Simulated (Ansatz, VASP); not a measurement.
# TaN in VASP and in Ansatz

```
Ta N
1.0
    -0.33122    2.20811    2.20811
     1.87690    0.00000    1.87690
     2.20811    2.20811   -0.33122
Ta N
1 1
Direct
  0.50000 0.50000 0.50000
  0.00000 0.00000 0.00000
```

Change from the starting cell: engineering shear strain xz -0.3000, normal strain along z +0.0000.

Alike in both runs: task single point; functional PBE; k mesh 18 × 18 × 18; occupations gaussian, width 0.15 eV; no spin polarisation.

|  | VASP | Ansatz |
| --- | --- | --- |
| version | VASP 6.6.1 | Ansatz 0.2.0 |
| potentials or method | VASP PAW PBE potentials, release 64 (Ta_pv, N), cutoff 520 eV | scalar-relativistic, plane waves, PAW |
| valence electrons in the cell | 16 | 18 |

VASP gave:

| Item | Value |
| --- | --- |
| gap on the k mesh at the Fermi level (eV) | none |
| pressure (GPa) | 10.8 |
| traceless stress, the component that is largest in VASP (GPa) | 29.19 |

Q: What did Ansatz give for the same quantities?

A: gap on the k mesh at the Fermi level (eV): none; pressure (GPa): 9.7; traceless stress, the component that is largest in VASP (GPa): 29.32.

A gap of «none» marks a metal or a gap that the smearing closes. VASP's potentials hold 16 valence electrons a cell and Ansatz's 18, so a difference there can come from the potentials and not from the codes.

Neither program's run includes spin-orbit coupling.
